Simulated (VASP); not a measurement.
# Nb3N5 (Cmcm) in VASP: notebook

Runs on Nb3N5. Level: PBEsol. Tasks: relaxation of shape and atoms at fixed volume, single point.

All numbers are computed with VASP 6.6.1; they aren't measurements. Logs are shortened: lines on timing, memory, paths and dates and some standing lists are left out, and cuts for length are marked.

### Step 1. The cell of the first run

Symmetry: Cmcm, No. 63, orthorhombic system. The conventional cell has a = 3.935 Å, b = 10.439 Å, c = 10.455 Å, α = 90.00°, β = 90.00°, γ = 90.00°. Nb (site symmetry m) has 6 N at 1.96 to 2.31 Å within 2.6 Å. Within 2.7 Å of Nb (site symmetry m2m) lie 6 N at 2.07 to 2.13 Å. N (site symmetry m) has 4 Nb at 2.07 to 2.31 Å and 5 N at 2.73 to 2.79 Å within 2.8 Å. N (site symmetry m) has 3 Nb at 1.96 to 2.13 Å and 3 N at 2.68 to 2.77 Å within 2.8 Å. N (site symmetry m2m) has 4 Nb at 2.07 to 2.28 Å and 4 N at 2.73 Å within 2.8 Å.

### Step 2. Relaxation of shape and atoms at fixed volume, PBEsol (13.42 Å³/atom)

Contents of INCAR:

```
  PREC = Accurate
  ENCUT = 600
  EDIFF = 1E-7
  ISMEAR = 0
  SIGMA = 0.02
  LREAL = F
  LASPH = T
  NELM = 120
  ALGO = Normal
  ISIF = 4
  LWAVE = F
  LCHARG = F
  GGA = PS
  IBRION = 2
  NSW = 50
  EDIFFG = -0.01
  GGA_COMPAT = F
  NELMIN = 4
  KPAR = 4
```

Contents of KPOINTS:

```
Automatic mesh
0
Gamma
  8 8 4
```

Contents of POSCAR:

```
Nb3N5
1.0
    1.9675332941     -5.2195200863      0.0000000000
    1.9675332941      5.2195200863      0.0000000000
    0.0000000000      0.0000000000     10.4545308895
Nb N
6 10
Direct
    0.8688110500      0.1311889500      0.4416517033
    0.8688110500      0.1311889500      0.0583482967
    0.7964259934      0.2035740066      0.7500000000
    0.2035740066      0.7964259934      0.2500000000
    0.1311889500      0.8688110500      0.5583482967
    0.1311889500      0.8688110500      0.9416517033
    0.6917434315      0.3082565685      0.9252965030
    0.9530708651      0.0469291349      0.6191331754
    0.9530708651      0.0469291349      0.8808668246
    0.6917434315      0.3082565685      0.5747034970
    0.7642643551      0.2357356449      0.2500000000
    0.0469291349      0.9530708651      0.3808668246
    0.3082565685      0.6917434315      0.0747034970
    0.3082565685      0.6917434315      0.4252965030
    0.2357356449      0.7642643551      0.7500000000
    0.0469291349      0.9530708651      0.1191331754
```

Potentials or basis: VASP PAW PBE potentials, release 64 (Nb_sv, N).

Launch:

```sh
cat potpaw_PBE.64/Nb_sv/POTCAR potpaw_PBE.64/N/POTCAR > POTCAR
mpirun -np 4 vasp_std > vasp.out
```

OUTCAR:

```text
PREC = Accurate
   ENCUT = 600
   EDIFF = 1E-7
   ISMEAR = 0
   LREAL = F
   LASPH = T
   NELM = 120
   ISIF = 4
   GGA = PS
   IBRION = 2
   NSW = 50
   EDIFFG = -0.01
   NELMIN = 4

 ion  position               nearest neighbor table
   1  0.869  0.131  0.442-  12 1.96   8 2.05  14 2.07  14 2.07  11 2.28  10 2.31   5 3.00
   2  0.869  0.131  0.058-  16 1.96   9 2.05  13 2.07  13 2.07  11 2.28   7 2.31   6 3.00
   3  0.796  0.204  0.750-  15 2.07  15 2.07   9 2.13   8 2.13  10 2.13   7 2.13
   4  0.204  0.796  0.250-  11 2.07  11 2.07  16 2.13  12 2.13  13 2.13  14 2.13
   5  0.131  0.869  0.558-   8 1.96  12 2.05  10 2.07  10 2.07  15 2.28  14 2.31   1 3.00
   6  0.131  0.869  0.942-   9 1.96  16 2.05   7 2.07   7 2.07  15 2.28  13 2.31   2 3.00
   7  0.692  0.308  0.925-   6 2.07   6 2.07   3 2.13   2 2.31
   8  0.953  0.047  0.619-   5 1.96   1 2.05   3 2.13
   9  0.953  0.047  0.881-   6 1.96   2 2.05   3 2.13
  10  0.692  0.308  0.575-   5 2.07   5 2.07   3 2.13   1 2.31
  11  0.764  0.236  0.250-   4 2.07   4 2.07   2 2.28   1 2.28
  12  0.047  0.953  0.381-   1 1.96   5 2.05   4 2.13
  13  0.308  0.692  0.075-   2 2.07   2 2.07   4 2.13   6 2.31
  14  0.308  0.692  0.425-   1 2.07   1 2.07   4 2.13   5 2.31
  15  0.236  0.764  0.750-   3 2.07   3 2.07   6 2.28   5 2.28
  16  0.047  0.953  0.119-   2 1.96   6 2.05   4 2.13

  LATTYP: Found a base centered orthorhombic cell.
 ALAT       =     3.9350665882
 B/A-ratio  =     2.6528242759
 C/A-ratio  =     2.6567608591

  Lattice vectors:

 A1 = (   1.9675332941,  -5.2195200863,   0.0000000000)
 A2 = (   1.9675332941,   5.2195200863,   0.0000000000)
 A3 = (   0.0000000000,   0.0000000000,  10.4545308895)

Analysis of symmetry for initial positions (statically):
=====================================================================
 Subroutine PRICEL returns:
 Original cell was already a primitive cell.

 Routine SETGRP: Setting up the symmetry group for a
 base centered orthorhombic supercell.

 Subroutine GETGRP returns: Found  8 space group operations
 (whereof  4 operations were pure point group operations)
 out of a pool of  8 trial point group operations.

The static configuration has the point symmetry C_2h.
 The point group associated with its full space group is D_2h.

Analysis of symmetry for dynamics (positions and initial velocities):
=====================================================================
 Subroutine PRICEL returns:
 Original cell was already a primitive cell.

 Routine SETGRP: Setting up the symmetry group for a
 base centered orthorhombic supercell.

 Subroutine GETGRP returns: Found  8 space group operations
 (whereof  4 operations were pure point group operations)
 out of a pool of  8 trial point group operations.

The dynamic configuration has the point symmetry C_2h.
 The point group associated with its full space group is D_2h.

 Subroutine INISYM returns: Found  8 space group operations
 (whereof  4 operations are pure point group operations),
 and found     1 'primitive' translations

----------------------------------------------------------------------------------------

                                     Primitive cell

  volume of cell :     214.7273

  direct lattice vectors                    reciprocal lattice vectors
     1.967533294 -5.219520086  0.000000000     0.254125306 -0.095794248  0.000000000
     1.967533294  5.219520086  0.000000000     0.254125306  0.095794248  0.000000000
     0.000000000  0.000000000 10.454530890     0.000000000  0.000000000  0.095652307

  length of vectors
     5.578044209  5.578044209 10.454530890     0.271580944  0.271580944  0.095652307

  position of ions in fractional coordinates (direct lattice)
     0.868811050  0.131188950  0.441651703
     0.868811050  0.131188950  0.058348297
     0.796425993  0.203574007  0.750000000
     0.203574007  0.796425993  0.250000000
     0.131188950  0.868811050  0.558348297
     0.131188950  0.868811050  0.941651703
[... 8 lines left out ...]
     0.235735645  0.764264355  0.750000000
     0.046929135  0.953070865  0.119133175

  ion indices of the primitive-cell ions
   primitive index   ion index
                 1           1
                 2           2
                 3           3
                 4           4
                 5           5
                 6           6
[... 8 lines left out ...]
                15          15
                16          16

----------------------------------------------------------------------------------------

 KPOINTS: Automatic mesh

Automatic generation of k-mesh.
 Grid dimensions read from file:
 generate k-points for:    8    8    4

 Generating k-lattice:

  Cartesian coordinates                     Fractional coordinates (reciprocal lattice)
     0.031765663 -0.011974281  0.000000000     0.125000000  0.000000000  0.000000000
     0.031765663  0.011974281  0.000000000     0.000000000  0.125000000  0.000000000
     0.000000000  0.000000000  0.023913077     0.000000000  0.000000000  0.250000000

  Length of vectors
     0.033947618  0.033947618  0.023913077

  Shift w.r.t. Gamma in fractional coordinates (k-lattice)
     0.000000000  0.000000000  0.000000000

 Subroutine IBZKPT returns following result:
 ===========================================

 Found     63 irreducible k-points:

 Following reciprocal coordinates:
            Coordinates               Weight
  0.000000  0.000000  0.000000      1.000000
  0.125000  0.000000  0.000000      4.000000
  0.250000  0.000000  0.000000      4.000000
  0.375000 -0.000000  0.000000      4.000000
  0.500000  0.000000  0.000000      2.000000
  0.125000  0.125000  0.000000      2.000000
[... 16 lines left out ...]
  0.125000  0.000000  0.250000      8.000000
  0.250000  0.000000  0.250000      8.000000
 [... further k-points ...]
   k-points           NKPTS =     63   k-points in BZ     NKDIM =     63   number of bands    NBANDS=     76
   number of dos      NEDOS =    301   number of ions     NIONS =     16
   total plane-waves  NPLWV = 193536
   dimension x,y,z NGX =    48 NGY =   48 NGZ =   84
   dimension x,y,z NGXF=    96 NGYF=   96 NGZF=  168
   ions per type =               6  10
   NGX,Y,Z   is equivalent  to a cutoff of  14.31, 14.31, 13.36 a.u.
   NGXF,Y,Z  is equivalent  to a cutoff of  28.61, 28.61, 26.72 a.u.
 SYSTEM =  unknown system
   PREC   = accura    normal or accurate (medium, high low for compatibility)
   ISTART =      0    job   : 0-new  1-cont  2-samecut
   ICHARG =      2    charge: 1-file 2-atom 10-const
   ISPIN  =      1    spin polarized calculation?
   LNONCOLLINEAR =      F non collinear calculations
   LSORBIT =      F    spin-orbit coupling
   LASPH  =      T    aspherical Exc in radial PAW
   ENCUT  =  600.0 eV  44.10 Ry    6.64 a.u.  11.14 11.14 20.88*2*pi/ulx,y,z
   NELM   =    120;   NELMIN=  4; NELMDL= -5     # of ELM steps
   EDIFF  = 0.1E-06   stopping-criterion for ELM
   LREAL  =      F    real-space projection
   EDIFFG = -.1E-01   stopping-criterion for IOM
   NSW    =     50    number of steps for IOM
   IBRION =      2    ionic relax: 0-MD 1-quasi-New 2-CG
   NFREE  =      1    steps in history (QN), initial steepest desc. (CG)
   ISIF   =      4    stress and relaxation
   ISYM   =      2    0-nonsym 1-usesym 2-fastsym
   POTIM  = 0.5000    time-step for ionic-motion
   TEBEG  =    0.0;   TEEND  =   0.0 temperature during run
   PSTRESS=    0.0 pullay stress
   NELECT =     128.0000    total number of electrons
   NUPDOWN=      -1.0000    fix difference up-down
   EMIN   =  10.00;   EMAX   =-10.00  energy-range for DOS
   EFERMI =   0.00;   METHOD = LEGACY
   ISMEAR =     0;   SIGMA  =   0.02  broadening in eV -4-tet -1-fermi 0-gaus
   EFERMI_NEDOS =   21; number of points for ismear=-14 and -15
   IALGO  =     38    algorithm
   IMIX   =      4    mixing-type and parameters
     AMIX     =   0.40;   BMIX     =  1.00
     AMIX_MAG =   1.60;   BMIX_MAG =  1.00
  volume/ion in A,a.u.               =      13.42        90.57
  Fermi-wavevector in a.u.,A,eV,Ry     =   1.377788  2.603642 25.827939  1.898300
  Thomas-Fermi vector in A             =   2.502909
   LORBIT       =      0    0 simple, 1 ext, 2 COOP (PROOUT), +10 PAW based schemes
   GGA     = PS    functional components
   LHFCALC =     F    Hartree Fock is set to
   AEXX    =    0.0000 exact exchange contribution
   IVDW    =     0    specifies the selected vdW correction
   LEPSILON=     F    determine dielectric tensor
   LRPA    =     F    only Hartree local field effects (RPA)
 conjugate gradient relaxation of ions
 non-spin polarized calculation
 Gauss-broadening in eV      SIGMA  =   0.02
  energy-cutoff  :      600.00
  volume of cell :      214.73
 maximum number of plane-waves:      7194
 NGX is ok and might be reduce to    48
   NGX = 23   NGY = 23   NGZ = 41

--------------------------------------- Ionic step        1  -------------------------------------------

 number of electron     128.0000004 magnetization

 Free energy of the ion-electron system (eV)
  ---------------------------------------------------
  ext. energy  EPLUGINS =         0.00000000
  ---------------------------------------------------
  free energy    TOTEN  =      -166.91004552 eV

  energy without entropy =     -166.91004552  energy(sigma->0) =     -166.91004552

------------------------ aborting loop because EDIFF is reached ----------------------------------------

  FORCE on cell =-STRESS in cart. coord.  units (eV):
  Direction    XX          YY          ZZ          XY          YZ          ZX
  --------------------------------------------------------------------------------------
  -------------------------------------------------------------------------------------
  Total      -16.9222438    -17.6778216    -17.1840540      0.0000000      0.0000000      0.0000000
  in kB     -126.2645166   -131.9022247   -128.2180008      0.0000000      0.0000000      0.0000000
  external PRESSURE =    -128.7949140 kB  Pullay stress =       0.0000000 kB
[... 335 lines left out ...]
  energy  without entropy=     -166.9256049968  energy(sigma->0) =     -166.92560500

--------------------------------------- Ionic step        8  -------------------------------------------

 number of electron     128.0000001 magnetization

 Free energy of the ion-electron system (eV)
  ---------------------------------------------------
  ext. energy  EPLUGINS =         0.00000000
  ---------------------------------------------------
  free energy    TOTEN  =      -166.92567234 eV

  energy without entropy =     -166.92567234  energy(sigma->0) =     -166.92567234

 E-fermi :   6.2219     XC(G=0): -11.1237

 val. band max:        6.1146049287   @ k =   0.1250   0.1250   0.0000
 cond. band min:       6.9035173377   @ k =   0.5000   0.5000   0.0000
 fundamental gap:      0.7889124090
 Fermi energy:         6.2219025666

 k-point     1 :       0.0000    0.0000    0.0000
  band No.  band energies     occupation
      1     -49.1905      2.00000
      2     -49.1879      2.00000
      3     -48.9982      2.00000
      4     -48.9959      2.00000
      5     -48.9440      2.00000
      6     -48.9436      2.00000
[... 1885 lines left out ...]
     75       9.1744      0.00000
     76       9.2110      0.00000

 [... further k-points ...]

------------------------ aborting loop because EDIFF is reached ----------------------------------------

  FORCE on cell =-STRESS in cart. coord.  units (eV):
  Direction    XX          YY          ZZ          XY          YZ          ZX
  --------------------------------------------------------------------------------------
  -------------------------------------------------------------------------------------
  Total      -16.1557587    -16.1160794    -16.1597552      0.0000000     -0.0000000      0.0000000
  in kB     -120.5454246   -120.2493592   -120.5752443      0.0000000     -0.0000000      0.0000000
  external PRESSURE =    -120.4566760 kB  Pullay stress =       0.0000000 kB
[... 31 lines left out ...]
  FREE ENERGIE OF THE ION-ELECTRON SYSTEM (eV)
  ---------------------------------------------------
  free  energy   TOTEN  =      -166.9256723448 eV

  energy  without entropy=     -166.9256723448  energy(sigma->0) =     -166.92567234

 reached required accuracy - stopping structural energy minimisation
```

Wall time 25 min (4 MPI ranks of Intel Xeon 6975P-C (Granite Rapids), shared host); peak memory 1.1 GiB.

Results:

```yaml
Free_energy: -166.9257 eV
Energy_gained_by_relaxing: 1.0 meV/atom
Ionic_steps: 8
Pressure_after_relaxing: -12.0 GPa
Largest_force_after_relaxing: 0.009 eV/Å
Band_gap_on_the_k_mesh: 0.79 eV (least direct gap 1.02 eV)
```

Forces on the atoms (eV/Å):
```
Nb   0.000  0.003 -0.002
Nb   0.000  0.003  0.002
Nb   0.000  0.000  0.000
Nb   0.000  0.000  0.000
Nb   0.000 -0.003  0.002
Nb   0.000 -0.003 -0.002
N    0.000  0.009 -0.003
N    0.000 -0.001  0.000
N    0.000 -0.001  0.000
N    0.000  0.009  0.003
N    0.000  0.009  0.000
N    0.000  0.001  0.000
N    0.000 -0.009  0.003
N    0.000 -0.009 -0.003
N    0.000 -0.009  0.000
N    0.000  0.001  0.000
```

Step by step:
| step | energy change (eV) | largest force (eV/Å) | pressure (GPa) | volume (Å³) |
| --- | --- | --- | --- | --- |
| 1 | 0.0000 | 0.2593 | -12.88 | 214.73 |
| 2 | -0.0068 | 0.2369 | -12.22 | 214.73 |
| 3 | -0.0085 | 0.1838 | -12.44 | 214.73 |
| 4 | -0.0142 | 0.0925 | -12.10 | 214.73 |
| 5 | -0.0143 | 0.0887 | -12.12 | 214.73 |
| 6 | -0.0156 | 0.0196 | -12.05 | 214.73 |
| 7 | -0.0156 | 0.0179 | -12.05 | 214.73 |
| 8 | -0.0156 | 0.0092 | -12.05 | 214.73 |

Final structure:
```xyz
16
Lattice="1.9632 -5.2197 0.0000 1.9632 5.2197 0.0000 0.0000 0.0000 10.4774" Properties=species:S:1:pos:R:3 pbc="T T T"
Nb    1.9632   -3.8584    4.6339
Nb    1.9632   -3.8584    0.6048
Nb    1.9632   -3.0820    7.8581
Nb    1.9632    3.0820    2.6194
Nb    1.9632    3.8584    5.8435
Nb    1.9632    3.8584    9.8727
N     1.9632   -2.0060    9.6827
N     1.9632   -4.7283    6.4711
N     1.9632   -4.7283    9.2450
N     1.9632   -2.0060    6.0335
N     1.9632   -2.7494    2.6194
N     1.9632    4.7283    4.0063
N     1.9632    2.0060    0.7947
N     1.9632    2.0060    4.4440
N     1.9632    2.7494    7.8581
N     1.9632    4.7283    1.2324
```

Caveat: semilocal functionals underestimate gaps, and a narrow one can read as zero; the PAW data sets were made with another functional, which shifts forces and pressure a little. A k mesh can miss the band edges.

### Step 3. Single point, PBEsol (11.52 Å³/atom)

This run uses another cell than the first one, of 11.52 Å³/atom.

Contents of INCAR:

```
PREC = Accurate
ENCUT = 600
EDIFF = 1E-6
ISMEAR = 0
SIGMA = 0.02
LREAL = False
LASPH = True
NELM = 120
ALGO = Normal
ISIF = 2
LWAVE = False
LCHARG = False
GGA = PS
NBANDS = 78
GGA_COMPAT = False
```

Contents of KPOINTS:

```
regular mesh
0
Gamma
  8 8 4
```

Contents of POSCAR:

```
Nb3N5
1.0
    1.8877541928     -4.9484330201      0.0000000000
    1.8877541928      4.9484330201      0.0000000000
    0.0000000000      0.0000000000      9.8668744204
Nb N
6 10
Direct
    0.8672675418      0.1327324582      0.4409389786
    0.8672675418      0.1327324582      0.0590610214
    0.7950618626      0.2049381374      0.7500000000
    0.2049381374      0.7950618626      0.2500000000
    0.1327324582      0.8672675418      0.5590610214
    0.1327324582      0.8672675418      0.9409389786
    0.6880499479      0.3119500521      0.9291601908
    0.9532893366      0.0467106634      0.6242938518
    0.9532893366      0.0467106634      0.8757061482
    0.6880499479      0.3119500521      0.5708398092
    0.7668940593      0.2331059407      0.2500000000
    0.0467106634      0.9532893366      0.3757061482
    0.3119500521      0.6880499479      0.0708398092
    0.3119500521      0.6880499479      0.4291601908
    0.2331059407      0.7668940593      0.7500000000
    0.0467106634      0.9532893366      0.1242938518
```

Potentials or basis: VASP PAW PBE potentials, release 64 (Nb_sv, N).

Launch:

```sh
cat potpaw_PBE.64/Nb_sv/POTCAR potpaw_PBE.64/N/POTCAR > POTCAR
mpirun -np 1 vasp_std > vasp.out
```

Run time: 37 min. Hardware: 1 thread of Oxide Virtual Turin-like, shared host; peak memory 0.86 GiB.

It converged, with:

```yaml
Free_energy: -166.0275 eV
Pressure: 26.3 GPa
Largest_force: 0.012 eV/Å
Band_gap_on_the_k_mesh: 0.63 eV (least direct gap 0.99 eV)
```

Forces on the atoms (eV/Å):
```
Nb   0.000 -0.006  0.008
Nb   0.000 -0.006 -0.008
Nb   0.000 -0.012  0.000
Nb   0.000  0.012  0.000
Nb   0.000  0.006 -0.008
Nb   0.000  0.006  0.008
N    0.000  0.003 -0.003
N    0.000  0.009  0.000
N    0.000  0.009  0.000
N    0.000  0.003  0.003
N    0.000  0.005  0.000
N    0.000 -0.009  0.000
N    0.000 -0.003  0.003
N    0.000 -0.003 -0.003
N    0.000 -0.005  0.000
N    0.000 -0.009  0.000
```

Levels at points of the mesh, in eV from the valence-band top:
```tsv
k point	band 60	band 61	band 62	band 63	band 64	band 65	band 66	band 67	band 68	band 69
(0.00, 0.00, 0.00)	-0.88	-0.79	-0.73	-0.15	-0.12	0.91	1.18	1.58	1.91	2.42
(0.50, 0.00, 0.00)	-1.51	-1.19	-1.19	-0.56	-0.54	1.26	1.41	2.31	2.76	2.85
(0.50, 0.50, 0.00)	-1.32	-1.10	-1.00	-0.65	-0.42	0.63	1.53	1.96	2.58	2.69
(0.00, 0.00, 0.50)	-1.23	-0.97	-0.97	-0.47	-0.47	1.09	1.09	2.15	2.15	2.15
(0.50, 0.00, 0.50)	-2.12	-0.86	-0.86	-0.60	-0.60	1.53	1.53	2.43	2.43	2.87
(0.50, 0.50, 0.50)	-1.58	-1.22	-1.22	-0.73	-0.73	1.15	1.15	2.39	2.39	2.70
```

Caveat: the cell stands under pressure; semilocal functionals underestimate gaps, and a narrow one can read as zero; the PAW data sets were made with another functional, which shifts forces and pressure a little.
